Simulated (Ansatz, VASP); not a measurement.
**Y in VASP and in Ansatz**

The input POSCAR:

```
Y
1.0
    3.6808463851      0.0000000000      0.0000000000
   -1.8404231926      3.1877064770      0.0000000000
    0.0000000000      0.0000000000      5.7206466204
Y
2
Direct
    0.3333333333      0.6666666667      0.2500000000
    0.6666666667      0.3333333333      0.7500000000
```

Contents of INCAR.step1:

```
SYSTEM = Y
PREC = Accurate ; ENCUT = 520
ISMEAR = -1 ; SIGMA = 0.1
LREAL = .FALSE. ; LASPH = .TRUE.
NELM = 80 ; NBANDS = 18
GGA = PE ; ALGO = Normal
EDIFF = 1E-4 ; LWAVE = .TRUE.
LCHARG = .FALSE.
```

INCAR.step2

```
SYSTEM = Y
PREC = Accurate ; ENCUT = 520
EDIFF = 1E-6 ; ISMEAR = -1
SIGMA = 0.1 ; LREAL = .FALSE.
LASPH = .TRUE. ; NELM = 80
ALGO = Normal ; ISIF = 2
LWAVE = .FALSE. ; LCHARG = .FALSE.
METAGGA = R2SCAN ; LMIXTAU = .TRUE.
NBANDS = 18 ; ISTART = 1
```

Contents of KPOINTS:

```
Automatic mesh
0
G
  14 14 8
  0 0 0
```

Input for Ansatz:

```yaml
crystal:
  lattice:
    - [3.6808463851, 0.0, 0.0]
    - [-1.8404231926, 3.187706477, 0.0]
    - [0.0, 0.0, 5.7206466204]
  atoms:
    - { symbol: "Y", position: [0.3333333333, 0.6666666667, 0.25] }
    - { symbol: "Y", position: [0.6666666667, 0.3333333333, 0.75] }
hamiltonian:
  xc: r2scan
  pseudopotentials:
    kind: paw
    azcp:
      "Y": "pseudopotentials/Y.paw.azcp"
basis:
  ecutwfc: 500
  fft_grid_basis: typed
kpoints:
  mp_grid: { grid: [14, 14, 8], shift: [0, 0, 0] }
magnetization:
  spin_polarized: false
scf:
  occupations: { method: fermi_dirac, width: 0.1 }
  lower_state_search: "off"
output:
  stress: true
```

Alike in both runs: task single point; functional r2SCAN; k mesh 14 × 14 × 8; occupations fermi-dirac, width 0.1 eV; no spin polarisation.

|  | VASP | Ansatz |
| --- | --- | --- |
| version | VASP 6.6.1 | Ansatz 0.2.0 |
| potentials or method | VASP PAW PBE potentials, release 64 (Y_sv), cutoff 520 eV | plane waves (500 eV) with PAW, scalar-relativistic |
| valence electrons in the cell | 22 | 22 |

```csv
,VASP,Ansatz,Ansatz less VASP
pressure (GPa),0.0,0.0,0.00
```

VASP's potentials were made for PBE, not for r2SCAN.
